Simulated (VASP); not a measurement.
# V (P6_3/mmc) in VASP: further runs

Runs on V. Level: RPBE. Tasks: single point.

Everything below comes from runs of VASP 6.6.1. Logs are shortened: lines on timing, memory, paths and dates and some standing lists are left out, and cuts for length are marked.

## (1) The cell of the first run

It takes space group P6_3/mmc (No. 194, hexagonal). The conventional cell has a = 2.639 Å, b = 2.639 Å, c = 4.712 Å, α = 90.00°, β = 90.00°, γ = 120.00°. Within 3.5 Å of V (site symmetry -6m2) lie 12 V at 2.64 to 2.81 Å.

## (2) Single point, RPBE

Input file INCAR:

```
SYSTEM = V
  ALGO = Normal
  EDIFF = 1E-6
  ENCUT = 520
  GGA = RP
  ISIF = 2
  ISMEAR = -1
  LASPH = .True.
  LCHARG = .False.
  LREAL = .False.
  LWAVE = .False.
  NBANDS = 20
  NELM = 80
  PREC = Accurate
  SIGMA = 0.1
```

Input file KPOINTS:

```
k-points
0
Gamma
  13 13 7
  0 0 0
```

Input file POSCAR:

```
V
1.0
    2.6387479703      0.0000000000      0.0000000000
   -1.3193739851      2.2852227764      0.0000000000
    0.0000000000      0.0000000000      4.7119523527
V
2
Direct
    0.3333333333      0.6666666667      0.2500000000
    0.6666666667      0.3333333333      0.7500000000
```

Potentials or basis: VASP PAW PBE potentials, release 64 (V_sv).

Command:

```sh
$ cat potpaw_PBE.64/V_sv/POTCAR > POTCAR
$ mpirun -np 1 vasp_std > vasp.out
```

OUTCAR:

```text
SYSTEM = V
   EDIFF = 1E-6
   ENCUT = 520
   GGA = RP
   ISIF = 2
   ISMEAR = -1
   LASPH = .True.
   LREAL = .False.
   NELM = 80
   PREC = Accurate

 ion  position               nearest neighbor table
   1  0.333  0.667  0.250-   2 2.81   2 2.81   2 2.81   2 2.81   2 2.81   2 2.81
   2  0.667  0.333  0.750-   1 2.81   1 2.81   1 2.81   1 2.81   1 2.81   1 2.81

  LATTYP: Found a hexagonal cell.
 ALAT       =     2.6387479703
 C/A-ratio  =     1.7856773006

  Lattice vectors:

 A1 = (   2.6387479703,   0.0000000000,   0.0000000000)
 A2 = (  -1.3193739851,   2.2852227764,   0.0000000000)
 A3 = (   0.0000000000,   0.0000000000,   4.7119523527)

Analysis of symmetry for initial positions (statically):
=====================================================================
 Subroutine PRICEL returns:
 Original cell was already a primitive cell.

 Routine SETGRP: Setting up the symmetry group for a
 hexagonal supercell.

 Subroutine GETGRP returns: Found 24 space group operations
 (whereof 12 operations were pure point group operations)
 out of a pool of 24 trial point group operations.

The static configuration has the point symmetry D_3d.
 The point group associated with its full space group is D_6h.

Analysis of symmetry for dynamics (positions and initial velocities):
=====================================================================
 Subroutine PRICEL returns:
 Original cell was already a primitive cell.

 Routine SETGRP: Setting up the symmetry group for a
 hexagonal supercell.

 Subroutine GETGRP returns: Found 24 space group operations
 (whereof 12 operations were pure point group operations)
 out of a pool of 24 trial point group operations.

The dynamic configuration has the point symmetry D_3d.
 The point group associated with its full space group is D_6h.

 Subroutine INISYM returns: Found 24 space group operations
 (whereof 12 operations are pure point group operations),
 and found     1 'primitive' translations

----------------------------------------------------------------------------------------

                                     Primitive cell

  volume of cell :      28.4137

  direct lattice vectors                    reciprocal lattice vectors
     2.638747970  0.000000000  0.000000000     0.378967606  0.218797049  0.000000000
    -1.319373985  2.285222776  0.000000000     0.000000000  0.437594098  0.000000000
     0.000000000  0.000000000  4.711952353     0.000000000  0.000000000  0.212226255

  length of vectors
     2.638747970  2.638747970  4.711952353     0.437594098  0.437594098  0.212226255

  position of ions in fractional coordinates (direct lattice)
     0.333333333  0.666666667  0.250000000
     0.666666667  0.333333333  0.750000000

  ion indices of the primitive-cell ions
   primitive index   ion index
                 1           1
                 2           2

----------------------------------------------------------------------------------------

 KPOINTS: k-points

Automatic generation of k-mesh.
 Grid dimensions read from file:
 generate k-points for:   13   13    7

 Generating k-lattice:

  Cartesian coordinates                     Fractional coordinates (reciprocal lattice)
     0.029151354  0.016830542  0.000000000     0.076923077 -0.000000000  0.000000000
     0.000000000  0.033661084  0.000000000     0.000000000  0.076923077  0.000000000
     0.000000000  0.000000000  0.030318036     0.000000000  0.000000000  0.142857143

  Length of vectors
     0.033661084  0.033661084  0.030318036

  Shift w.r.t. Gamma in fractional coordinates (k-lattice)
     0.000000000  0.000000000  0.000000000

 Subroutine IBZKPT returns following result:
 ===========================================

 Found     84 irreducible k-points:

 Following reciprocal coordinates:
            Coordinates               Weight
  0.000000  0.000000  0.000000      1.000000
  0.076923  0.000000  0.000000      6.000000
  0.153846 -0.000000  0.000000      6.000000
  0.230769  0.000000  0.000000      6.000000
  0.307692 -0.000000  0.000000      6.000000
  0.384615  0.000000  0.000000      6.000000
[... 16 lines left out ...]
  0.076923  0.000000  0.142857     12.000000
  0.153846 -0.000000  0.142857     12.000000
 [... further k-points ...]
   k-points           NKPTS =     84   k-points in BZ     NKDIM =     84   number of bands    NBANDS=     20
   number of dos      NEDOS =    301   number of ions     NIONS =      2
   total plane-waves  NPLWV =  14400
   dimension x,y,z NGX =    20 NGY =   20 NGZ =   36
   dimension x,y,z NGXF=    40 NGYF=   40 NGZF=   72
   ions per type =               2
   NGX,Y,Z   is equivalent  to a cutoff of  12.60, 12.60, 12.70 a.u.
   NGXF,Y,Z  is equivalent  to a cutoff of  25.20, 25.20, 25.40 a.u.
 SYSTEM =  V
   PREC   = accura    normal or accurate (medium, high low for compatibility)
   ISTART =      0    job   : 0-new  1-cont  2-samecut
   ICHARG =      2    charge: 1-file 2-atom 10-const
   ISPIN  =      1    spin polarized calculation?
   LNONCOLLINEAR =      F non collinear calculations
   LSORBIT =      F    spin-orbit coupling
   LASPH  =      T    aspherical Exc in radial PAW
   ENCUT  =  520.0 eV  38.22 Ry    6.18 a.u.   4.91  4.91  8.76*2*pi/ulx,y,z
   NELM   =     80;   NELMIN=  2; NELMDL= -5     # of ELM steps
   EDIFF  = 0.1E-05   stopping-criterion for ELM
   LREAL  =      F    real-space projection
   EDIFFG = 0.1E-04   stopping-criterion for IOM
   NSW    =      0    number of steps for IOM
   IBRION =     -1    ionic relax: 0-MD 1-quasi-New 2-CG
   NFREE  =      0    steps in history (QN), initial steepest desc. (CG)
   ISIF   =      2    stress and relaxation
   ISYM   =      2    0-nonsym 1-usesym 2-fastsym
   POTIM  = 0.5000    time-step for ionic-motion
   TEBEG  =    0.0;   TEEND  =   0.0 temperature during run
   PSTRESS=    0.0 pullay stress
   NELECT =      26.0000    total number of electrons
   NUPDOWN=      -1.0000    fix difference up-down
   EMIN   =  10.00;   EMAX   =-10.00  energy-range for DOS
   EFERMI =   0.00;   METHOD = LEGACY
   ISMEAR =    -1;   SIGMA  =   0.10  broadening in eV -4-tet -1-fermi 0-gaus
   EFERMI_NEDOS =   21; number of points for ismear=-14 and -15
   IALGO  =     38    algorithm
   IMIX   =      4    mixing-type and parameters
     AMIX     =   0.40;   BMIX     =  1.00
     AMIX_MAG =   1.60;   BMIX_MAG =  1.00
  volume/ion in A,a.u.               =      14.21        95.87
  Fermi-wavevector in a.u.,A,eV,Ry     =   1.589364  3.003463 34.369397  2.526079
  Thomas-Fermi vector in A             =   2.688225
   LORBIT       =      0    0 simple, 1 ext, 2 COOP (PROOUT), +10 PAW based schemes
   GGA     = RP    functional components
   LHFCALC =     F    Hartree Fock is set to
   AEXX    =    0.0000 exact exchange contribution
   IVDW    =     0    specifies the selected vdW correction
   LEPSILON=     F    determine dielectric tensor
   LRPA    =     F    only Hartree local field effects (RPA)
 non-spin polarized calculation
  energy-cutoff  :      520.00
  volume of cell :       28.41
 maximum number of plane-waves:       783
 NGX is ok and might be reduce to    20
   NGX =  9   NGY =  9   NGZ = 17

 number of electron      26.0000006 magnetization

 Free energy of the ion-electron system (eV)
  ---------------------------------------------------
  ext. energy  EPLUGINS =         0.00000000
  ---------------------------------------------------
  free energy    TOTEN  =       -16.59025105 eV

  energy without entropy =      -16.46965340  energy(sigma->0) =      -16.52995222

 E-fermi :   9.5216     XC(G=0): -12.4840

 val. band max:        9.5174225755   @ k =   0.3077   0.0769   0.0000
 cond. band min:       9.5376996474   @ k =   0.2308   0.1538   0.0000
 fundamental gap:      0.0202770719
 Fermi energy:         9.5215922635

 k-point     1 :       0.0000    0.0000    0.0000
  band No.  band energies     occupation
      1     -54.6752      2.00000
      2     -54.5730      2.00000
      3     -28.6841      2.00000
      4     -28.0805      2.00000
      5     -27.9929      2.00000
      6     -27.9929      2.00000
[... 12 lines left out ...]
     19      12.3040      0.00000
     20      12.3040      0.00000

 k-point     2 :       0.0769    0.0000    0.0000
  band No.  band energies     occupation
      1     -54.6660      2.00000
      2     -54.5665      2.00000
      3     -28.6696      2.00000
      4     -28.0819      2.00000
      5     -28.0367      2.00000
      6     -28.0048      2.00000
[... 12 lines left out ...]
     19      12.3324      0.00000
     20      12.7666      0.00000

 k-point     3 :       0.1538   -0.0000    0.0000
  band No.  band energies     occupation
      1     -54.6405      2.00000
      2     -54.5487      2.00000
      3     -28.6281      2.00000
      4     -28.1581      2.00000
      5     -28.1012      2.00000
      6     -28.0869      2.00000
[... 12 lines left out ...]
     19      12.3845      0.00000
     20      13.7835      0.00000

 k-point     4 :       0.2308    0.0000    0.0000
  band No.  band energies     occupation
      1     -54.6037      2.00000
      2     -54.5242      2.00000
      3     -28.5658      2.00000
      4     -28.3293      2.00000
      5     -28.2679      2.00000
      6     -28.0977      2.00000
[... 12 lines left out ...]
     19      12.4197      0.00000
     20      15.0316      0.00000

 k-point     5 :       0.3077   -0.0000    0.0000
  band No.  band energies     occupation
      1     -54.5632      2.00000
      2     -54.4991      2.00000
      3     -28.5104      2.00000
      4     -28.4921      2.00000
      5     -28.4401      2.00000
      6     -28.1275      2.00000
[... 12 lines left out ...]
     19      12.4296      0.00000
     20      16.3848      0.00000
[... 353 lines left out ...]
      6     -28.3729      2.00000
[... 12 lines left out ...]
     19      15.8982      0.00000
     20      17.6748      0.00000

 k-point    22 :       0.0000    0.0000    0.1429
  band No.  band energies     occupation
      1     -54.6701      2.00000
      2     -54.5781      2.00000
      3     -28.6551      2.00000
      4     -28.1112      2.00000
      5     -27.9900      2.00000
      6     -27.9900      2.00000
[... 12 lines left out ...]
     19      12.2810      0.00000
     20      12.2810      0.00000

 k-point    23 :       0.0769    0.0000    0.1429
  band No.  band energies     occupation
      1     -54.6612      2.00000
      2     -54.5715      2.00000
      3     -28.6417      2.00000
      4     -28.1140      2.00000
      5     -28.0334      2.00000
      6     -28.0017      2.00000
[... 12 lines left out ...]
     19      12.3029      0.00000
     20      12.6336      0.00000

 k-point    24 :       0.1538   -0.0000    0.1429
  band No.  band energies     occupation
      1     -54.6360      2.00000
      2     -54.5533      2.00000
      3     -28.6041      2.00000
      4     -28.1563      2.00000
      5     -28.1382      2.00000
      6     -28.0769      2.00000
[... 12 lines left out ...]
     19      12.3405      0.00000
     20      13.4192      0.00000

 [... further k-points ...]

------------------------ aborting loop because EDIFF is reached ----------------------------------------

  FORCE on cell =-STRESS in cart. coord.  units (eV):
  Direction    XX          YY          ZZ          XY          YZ          ZX
  --------------------------------------------------------------------------------------
  -------------------------------------------------------------------------------------
  Total        0.0431905      0.0431905      0.0480688      0.0000000     -0.0000000      0.0000000
  in kB        2.4354055      2.4354055      2.7104811      0.0000000     -0.0000000      0.0000000
  external PRESSURE =       2.5270974 kB  Pullay stress =       0.0000000 kB

 VOLUME and BASIS-vectors are now :
 -----------------------------------------------------------------------------
  energy-cutoff  :      520.00
  volume of cell :       28.41
      direct lattice vectors                 reciprocal lattice vectors
     2.638747970  0.000000000  0.000000000     0.378967606  0.218797049  0.000000000
    -1.319373985  2.285222776  0.000000000     0.000000000  0.437594098  0.000000000
     0.000000000  0.000000000  4.711952353     0.000000000  0.000000000  0.212226255

 POSITION                                       TOTAL-FORCE (eV/Angst)
 -----------------------------------------------------------------------------------
     -0.00000      1.52348      1.17799         0.000000     -0.000000      0.000000
      1.31937      0.76174      3.53396        -0.000000      0.000000      0.000000
 -----------------------------------------------------------------------------------
    total drift:                               -0.000000      0.000000     -0.000000

  FREE ENERGIE OF THE ION-ELECTRON SYSTEM (eV)
  ---------------------------------------------------
  free  energy   TOTEN  =       -16.5902510479 eV

  energy  without entropy=      -16.4696533975  energy(sigma->0) =      -16.52995222
```

Run time: 14 s. Hardware: 1 thread of Intel Xeon 6975P-C (Granite Rapids), shared host; peak memory 0.16 GiB.

Results:

```yaml
Free_energy: -16.5903 eV
Pressure: 0.3 GPa
Band_gap_on_the_k_mesh: zero (band 13 reaches 10.58 eV, above the bottom of band 14 at 8.98 eV)
```

Caveat: the PAW data sets were made with another functional, which shifts forces and pressure a little.

## (3) Single point, RPBE (volume scaled by 0.88)

Input file INCAR:

```
ALGO = Normal ; EDIFF = 1E-7
ENCUT = 520 ; GGA = RP
ISIF = 2 ; ISMEAR = -1
LASPH = True ; LCHARG = True
LELF = True ; LREAL = False
LVHAR = True ; LWAVE = False
NBANDS = 20 ; NELM = 60
PREC = Accurate ; SIGMA = 0.1
```

Input file KPOINTS:

```
k-points
0
Gamma
  15 15 8
```

Input file POSCAR:

```
V
1.0
    2.5286698845      0.0000000000      0.0000000000
   -1.2643349423      2.1898923578      0.0000000000
    0.0000000000      0.0000000000      4.5153884136
V
2
Direct
    0.3333333333      0.6666666667      0.2500000000
    0.6666666667      0.3333333333      0.7500000000
```

Potentials or basis: VASP PAW PBE potentials, release 64 (V_sv).

Command:

```sh
$ cat potpaw_PBE.64/V_sv/POTCAR > POTCAR
$ mpirun -np 1 vasp_std > vasp.out
```

It took 25 s on 1 thread of Intel Xeon 6975P-C (Granite Rapids), shared host; peak memory 0.17 GiB.

Results (log left out):

* Free energy: -16.3273 eV
* Pressure: 26.9 GPa
* Band gap on the k mesh: zero (band 13 reaches 12.98 eV, above the bottom of band 14 at 10.55 eV)

Stress tensor (GPa, compression positive):
```
26.76  0.00  0.00
 0.00 26.76  0.00
 0.00  0.00 27.10
```

Levels at points of the mesh, in eV from the Fermi level:
| k point | band 9 | band 10 | band 11 | band 12 | band 13 | band 14 | band 15 | band 16 | band 17 | band 18 |
| --- | --- | --- | --- | --- | --- | --- | --- | --- | --- | --- |
| (0.00, 0.00, 0.00) | -7.12 | -3.70 | -0.59 | 0.07 | 0.31 | 0.31 | 0.70 | 0.70 | 1.98 | 1.98 |
| (0.00, 0.00, 0.50) | -5.18 | -5.18 | -1.10 | -1.10 | 0.34 | 0.34 | 0.34 | 0.34 | 2.82 | 2.82 |

Caveat: the PAW data sets were made with another functional, which shifts forces and pressure a little.
